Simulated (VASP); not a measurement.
# Mo (P-3m1) in VASP: further runs, part 2 of 2

VASP 6.6.1. The steps go on from the part before.

## Step 3: Single point, PBE

This run uses another cell than the first one, of 16.07 Å³/atom.

INCAR

```
SYSTEM = Mo
PREC = Accurate ; ENCUT = 520
EDIFF = 1E-6 ; ISMEAR = 0
SIGMA = 0.1 ; LREAL = .False.
LASPH = .True. ; NELM = 60
ALGO = Fast ; ISIF = 2
LWAVE = .False. ; LCHARG = .False.
GGA = PE ; NBANDS = 66
```

KPOINTS

```
Automatic mesh
0
Gamma
  6 6 1
  0 0 0
```

POSCAR

```
Mo
1.0
    2.7757854386      0.0000000000      0.0000000000
   -1.3878927193      2.4039007052      0.0000000000
    0.0000000000      0.0000000000     19.2702902659
Mo
8
Direct
    0.0000000000      0.0000000000      0.6875545881
    0.3333333333      0.6666666667      0.8123734736
    0.6666666667      0.3333333333      0.9377993364
    0.3333333333      0.6666666667      0.0622006636
    0.6666666667      0.3333333333      0.1876265264
    0.0000000000      0.0000000000      0.3124454119
    0.3333333333      0.6666666667      0.4378056635
    0.6666666667      0.3333333333      0.5621943365
```

Potentials or basis: VASP PAW PBE potentials, release 64 (Mo_sv).

Run with:

```bash
> cat potpaw_PBE.64/Mo_sv/POTCAR > POTCAR
> mpirun -np 1 vasp_std > vasp.out
```

OUTCAR:

```text
SYSTEM = Mo
   PREC = Accurate
   ENCUT = 520
   EDIFF = 1E-6
   ISMEAR = 0
   LREAL = .False.
   LASPH = .True.
   NELM = 60
   ISIF = 2
   GGA = PE

 ion  position               nearest neighbor table
   1  0.000  0.000  0.688-   2 2.89   2 2.89   2 2.89   8 2.90   8 2.90   8 2.90
   2  0.333  0.667  0.812-   1 2.89   1 2.89   1 2.89   3 2.90   3 2.90   3 2.90
   3  0.667  0.333  0.938-   4 2.88   4 2.88   4 2.88   2 2.90   2 2.90   2 2.90
   4  0.333  0.667  0.062-   3 2.88   3 2.88   3 2.88   5 2.90   5 2.90   5 2.90
   5  0.667  0.333  0.188-   6 2.89   6 2.89   6 2.89   4 2.90   4 2.90   4 2.90
   6  0.000  0.000  0.312-   5 2.89   5 2.89   5 2.89   7 2.90   7 2.90   7 2.90
   7  0.333  0.667  0.438-   8 2.88   8 2.88   8 2.88   6 2.90   6 2.90   6 2.90
   8  0.667  0.333  0.562-   7 2.88   7 2.88   7 2.88   1 2.90   1 2.90   1 2.90

  LATTYP: Found a hexagonal cell.
 ALAT       =     2.7757854386
 C/A-ratio  =     6.9422837940

  Lattice vectors:

 A1 = (   2.7757854386,   0.0000000000,   0.0000000000)
 A2 = (  -1.3878927193,   2.4039007052,   0.0000000000)
 A3 = (   0.0000000000,   0.0000000000,  19.2702902659)

Analysis of symmetry for initial positions (statically):
=====================================================================
 Subroutine PRICEL returns:
 Original cell was already a primitive cell.

 Routine SETGRP: Setting up the symmetry group for a
 hexagonal supercell.

 Subroutine GETGRP returns: Found 12 space group operations
 (whereof 12 operations were pure point group operations)
 out of a pool of 24 trial point group operations.

The static configuration has the point symmetry D_3d.

Analysis of symmetry for dynamics (positions and initial velocities):
=====================================================================
 Subroutine PRICEL returns:
 Original cell was already a primitive cell.
[... 125 lines left out ...]
  Thomas-Fermi vector in A             =   2.666219
   LORBIT       =      0    0 simple, 1 ext, 2 COOP (PROOUT), +10 PAW based schemes
   GGA     = PE    functional components
   LHFCALC =     F    Hartree Fock is set to
   AEXX    =    0.0000 exact exchange contribution
   IVDW    =     0    specifies the selected vdW correction
   LEPSILON=     F    determine dielectric tensor
   LRPA    =     F    only Hartree local field effects (RPA)
 non-spin polarized calculation
 RMM-DIIS sequential band-by-band and
 Gauss-broadening in eV      SIGMA  =   0.10
  energy-cutoff  :      520.00
  volume of cell :      128.59
 maximum number of plane-waves:      3486
 NGX is ok and might be reduce to    24
   NGX = 11   NGY = 11   NGZ = 71

 number of electron     112.0000008 magnetization

 Free energy of the ion-electron system (eV)
  ---------------------------------------------------
  ext. energy  EPLUGINS =         0.00000000
  ---------------------------------------------------
  free energy    TOTEN  =       -83.93021492 eV

  energy without entropy =      -83.87711506  energy(sigma->0) =      -83.90366499

 E-fermi :  11.8529     XC(G=0): -13.2147

 val. band max:       11.8390109861   @ k =   0.1667   0.0000   0.0000
 cond. band min:      11.8708986148   @ k =   0.1667   0.0000   0.0000
 fundamental gap:      0.0318876287
 Fermi energy:        11.8529328128

 k-point     1 :       0.0000    0.0000    0.0000
  band No.  band energies     occupation
      1     -49.0090      2.00000
      2     -48.9741      2.00000
      3     -48.9677      2.00000
      4     -48.9127      2.00000
      5     -48.9124      2.00000
      6     -48.8569      2.00000
[... 472 lines left out ...]
     65      14.6585      0.00000
     66      14.7648      0.00000

------------------------ aborting loop because EDIFF is reached ----------------------------------------

  FORCE on cell =-STRESS in cart. coord.  units (eV):
  Direction    XX          YY          ZZ          XY          YZ          ZX
  --------------------------------------------------------------------------------------
  -------------------------------------------------------------------------------------
  Total        0.6502326      0.6502326      0.3174619      0.0000000     -0.0000000      0.0000000
  in kB        8.1019336      8.1019336      3.9555923      0.0000000     -0.0000000      0.0000000
  external PRESSURE =       6.7198198 kB  Pullay stress =       0.0000000 kB

 VOLUME and BASIS-vectors are now :
 -----------------------------------------------------------------------------
  energy-cutoff  :      520.00
  volume of cell :      128.59
      direct lattice vectors                 reciprocal lattice vectors
     2.775785439  0.000000000  0.000000000     0.360258392  0.207995280  0.000000000
    -1.387892719  2.403900705  0.000000000     0.000000000  0.415990560  0.000000000
     0.000000000  0.000000000 19.270290266     0.000000000  0.000000000  0.051893354

 POSITION                                       TOTAL-FORCE (eV/Angst)
 -----------------------------------------------------------------------------------
      0.00000      0.00000     13.24938        -0.000000      0.000000      0.006598
     -0.00000      1.60260     15.65467        -0.000000      0.000000     -0.001918
      1.38789      0.80130     18.07167         0.000000      0.000000     -0.002987
     -0.00000      1.60260      1.19862         0.000000     -0.000000      0.002987
      1.38789      0.80130      3.61562         0.000000     -0.000000      0.001918
      0.00000      0.00000      6.02091        -0.000000     -0.000000     -0.006598
     -0.00000      1.60260      8.43664        -0.000000      0.000000      0.007360
      1.38789      0.80130     10.83365         0.000000     -0.000000     -0.007360
 -----------------------------------------------------------------------------------
    total drift:                               -0.000000      0.000000      0.000000

  FREE ENERGIE OF THE ION-ELECTRON SYSTEM (eV)
  ---------------------------------------------------
  free  energy   TOTEN  =       -83.9302149159 eV

  energy  without entropy=      -83.8771150587  energy(sigma->0) =      -83.90366499
```

stdout:

```text
POSCAR found type information on POSCAR Mo
 POSCAR found :  1 types and       8 ions
 scaLAPACK will be used
 LDA part: xc-table for (Slater+PW92), standard interpolation
 POSCAR, INCAR and KPOINTS ok, starting setup
 FFT: planning ... GRIDC
 FFT: planning ... GRID_SOFT
 FFT: planning ... GRID
 WAVECAR not read
 entering main loop
```

Run time: 1.9 min. Hardware: 1 thread of Intel Xeon Platinum 8259CL at 2.50GHz (Skylake/Cascade Lake), shared host; peak memory 0.28 GiB.

Results:

```yaml
Free_energy: -83.9302 eV
Pressure: 0.7 GPa
Largest_force: 0.007 eV/Å
Band_gap_on_the_k_mesh: zero (bands 56 and 57 overlap by 1.61 eV)
```

Forces on the atoms (eV/Å):
```
Mo   0.000  0.000  0.007
Mo   0.000  0.000 -0.002
Mo   0.000  0.000 -0.003
Mo   0.000  0.000  0.003
Mo   0.000  0.000  0.002
Mo   0.000  0.000 -0.007
Mo   0.000  0.000  0.007
Mo   0.000  0.000 -0.007
```

Stress tensor (GPa, compression positive):
```
0.81 0.00 0.00
0.00 0.81 0.00
0.00 0.00 0.40
```

Caveat: the k points lie up to 0.44 Å⁻¹ apart, too coarse for converged energies and pressures of a metal.

## Step 4: Relaxation of cell and atoms, PBE

INCAR

```
PREC = Accurate ; ENCUT = 600
EDIFF = 1E-6 ; ISMEAR = 0
SIGMA = 0.1 ; LREAL = False
LASPH = True ; NELM = 60
ALGO = Normal ; ISIF = 3
LWAVE = False ; LCHARG = False
GGA = PE ; IBRION = 2
NSW = 90 ; EDIFFG = -0.04
```

KPOINTS

```
Automatic mesh
0
Gamma
  6 6 1
```

POSCAR

```
Mo
1.0
    2.7346718600      0.0000000000      0.0000000000
   -1.3673359300      2.3682953000      0.0000000000
    0.0000000000      0.0000000000     19.2459252700
Mo
8
Direct
    0.0000000000      0.0000000000      0.6875000000
    0.3333333300      0.6666666700      0.8125000000
    0.6666666700      0.3333333300      0.9375000000
    0.3333333300      0.6666666700      0.0625000000
    0.6666666700      0.3333333300      0.1875000000
    0.0000000000      0.0000000000      0.3125000000
    0.3333333300      0.6666666700      0.4375000000
    0.6666666700      0.3333333300      0.5625000000
```

Run with:

```bash
> cat potpaw_PBE.64/Mo_sv/POTCAR > POTCAR
> mpirun -np 1 vasp_std > vasp.out
```

Wall time 8.2 min (1 thread of Intel Xeon Platinum 8259CL at 2.50GHz (Skylake/Cascade Lake), shared host); peak memory 0.31 GiB.

It converged, with:

```yaml
Free_energy: -83.9266 eV
Relaxed_volume: 16.11 Å³/atom
Relaxed_cell: a = 2.778 Å, b = 2.778 Å, c = 19.280 Å, α = 90.00°, β = 90.00°, γ = 120.00°
Space_group_after_relaxing_to_0.1_Å: P-3m1 (No. 164)
Energy_gained_by_relaxing: 16.4 meV/atom
Ionic_steps: 6
Pressure_after_relaxing: 0.0 GPa
Largest_force_after_relaxing: 0.040 eV/Å
Band_gap_on_the_k_mesh: zero (bands 56 and 57 overlap by 1.59 eV)
```

Forces on the atoms (eV/Å):
```
Mo   0.000  0.000 -0.030
Mo   0.000  0.000  0.024
Mo   0.000  0.000 -0.040
Mo   0.000  0.000  0.040
Mo   0.000  0.000 -0.024
Mo   0.000  0.000  0.030
Mo   0.000  0.000 -0.029
Mo   0.000  0.000  0.029
```

Stress tensor (GPa, compression positive):
```
 0.06  0.00  0.00
 0.00  0.06  0.00
 0.00  0.00 -0.16
```

The path:
```tsv
step	energy change (eV)	largest force (eV/Å)	pressure (GPa)	volume (Å³)
1	0.0000	0.1501	8.96	124.65
2	0.5972	0.0374	-17.74	141.02
3	-0.1261	0.0876	-0.46	129.27
4	-0.1263	0.0891	-0.16	129.11
5	-0.1305	0.0099	-0.08	128.97
6	-0.1312	0.0395	-0.01	128.89
```

Final structure:
```xyz
8
Lattice="2.7784 0.0000 0.0000 -1.3892 2.4061 0.0000 0.0000 0.0000 19.2798" Properties=species:S:1:pos:R:3 pbc="T T T"
Mo   -1.3892    2.4061   13.2584
Mo    0.0000    1.6041   15.6625
Mo    1.3892    0.8021   18.0827
Mo    0.0000    1.6041    1.1971
Mo    1.3892    0.8021    3.6173
Mo    0.0000    0.0000    6.0214
Mo    0.0000    1.6041    8.4420
Mo    1.3892    0.8021   10.8379
```

Levels at points of the mesh, in eV from the Fermi level:
```csv
k point,band 53,band 54,band 55,band 56,band 57,band 58,band 59,band 60
"(0.00, 0.00, 0.00)",-0.52,-0.51,-0.51,-0.46,-0.46,-0.40,-0.40,-0.38
"(0.50, 0.00, 0.00)",-0.09,0.11,0.14,1.13,1.14,1.20,1.44,2.30
```

Caveat: the k points lie up to 0.44 Å⁻¹ apart in the final cell, too coarse for converged energies and pressures of a metal.

## Step 5: Single point, PBE, collinear spin

This run uses another cell than the first one, of 16.07 Å³/atom.

INCAR

```
SYSTEM = Mo
ALGO = Normal
EDIFF = 1E-6
ENCUT = 520
GGA = PE
ISIF = 2
ISMEAR = 0
ISPIN = 2
LASPH = .True.
LCHARG = .False.
LMAXMIX = 4
LORBIT = 11
LREAL = .False.
LWAVE = .False.
MAGMOM = 1 1 1 1 1 1 1 1
NBANDS = 70
NELM = 150
PREC = Accurate
SIGMA = 0.1
```

KPOINTS

```
k-points
0
Gamma
  6 6 1
  0 0 0
```

POSCAR

```
Mo
1.0
    2.7757854386      0.0000000000      0.0000000000
   -1.3878927193      2.4039007052      0.0000000000
    0.0000000000      0.0000000000     19.2702902659
Mo
8
Direct
    0.0000000000      0.0000000000      0.6875545881
    0.3333333333      0.6666666667      0.8123734736
    0.6666666667      0.3333333333      0.9377993364
    0.3333333333      0.6666666667      0.0622006636
    0.6666666667      0.3333333333      0.1876265264
    0.0000000000      0.0000000000      0.3124454119
    0.3333333333      0.6666666667      0.4378056635
    0.6666666667      0.3333333333      0.5621943365
```

Run with:

```bash
> cat potpaw_PBE.64/Mo_sv/POTCAR > POTCAR
> mpirun -np 1 vasp_std > vasp.out
```

Wall time 4.5 min (1 thread of Intel Xeon Platinum 8259CL at 2.50GHz (Skylake/Cascade Lake), shared host); peak memory 0.37 GiB.

The run converged. Its results:

```yaml
Free_energy: -83.9302 eV
Pressure: 0.7 GPa
Largest_force: 0.007 eV/Å
Band_gap_on_the_k_mesh: zero (filled and empty bands overlap)
Net_moment: 0.00 μB per cell
Valence_electrons_inside_the_program's_atomic_spheres: Mo 12.47, 12.49 (each value once)
```

Forces on the atoms (eV/Å):
```
Mo   0.000  0.000  0.007
Mo   0.000  0.000 -0.002
Mo   0.000  0.000 -0.003
Mo   0.000  0.000  0.003
Mo   0.000  0.000  0.002
Mo   0.000  0.000 -0.007
Mo   0.000  0.000  0.007
Mo   0.000  0.000 -0.007
```

Stress tensor (GPa, compression positive):
```
0.81 0.00 0.00
0.00 0.81 0.00
0.00 0.00 0.39
```

Levels at points of the mesh, in eV from the Fermi level:
Spin up:
```
           k point  band 52  band 53  band 54  band 55  band 56  band 57  band 58  band 59  band 60  band 61
(0.00, 0.00, 0.00)    -0.52    -0.52    -0.52    -0.52    -0.47    -0.47    -0.40    -0.40    -0.38    -0.38
(0.50, 0.00, 0.00)    -0.11    -0.09     0.11     0.14     1.14     1.15     1.19     1.45     2.30     2.75
```
Spin down:
```
           k point  band 54  band 55  band 56  band 57  band 58  band 59
(0.00, 0.00, 0.00)    -0.52    -0.52    -0.47    -0.47    -0.40    -0.40
(0.50, 0.00, 0.00)     0.11     0.14     1.14     1.15     1.19     1.45
```

Caveat: the k points lie up to 0.44 Å⁻¹ apart, too coarse for converged energies and pressures of a metal.

## Step 6: Overview

```csv
task,spin,cell,cutoff (eV),gap on the mesh (eV),pressure (GPa),largest force (eV/Å)
single point,off,"a = 2.735, b = 2.735, c = 19.246 Å, angles 90.0, 90.0, 120.0°, 8 atoms, atomic positions A",520,none,9.1,0.15
single point,off,"a = 2.776, b = 2.776, c = 19.270 Å, angles 90.0, 90.0, 120.0°, 8 atoms, atomic positions B",520,none,0.7,0.01
relaxation of cell and atoms,off,"relaxed from a = 2.735, b = 2.735, c = 19.246 Å, angles 90.0, 90.0, 120.0°, 8 atoms, atomic positions A",600,none,0.0,0.04
single point,collinear,"a = 2.776, b = 2.776, c = 19.270 Å, angles 90.0, 90.0, 120.0°, 8 atoms, atomic positions B",520,none,0.7,0.01
```

Alike in all rows: level PBE; potentials or basis VASP PAW PBE potentials, release 64 (Mo_sv); k mesh 6 × 6 × 1; smearing gaussian 0.1 eV.

Caveats: all runs use coarse meshes.

Absolute energies hang on the potentials; compare differences alone.

The gap in the log of VASP goes by the Fermi energy; the results here count the filled bands.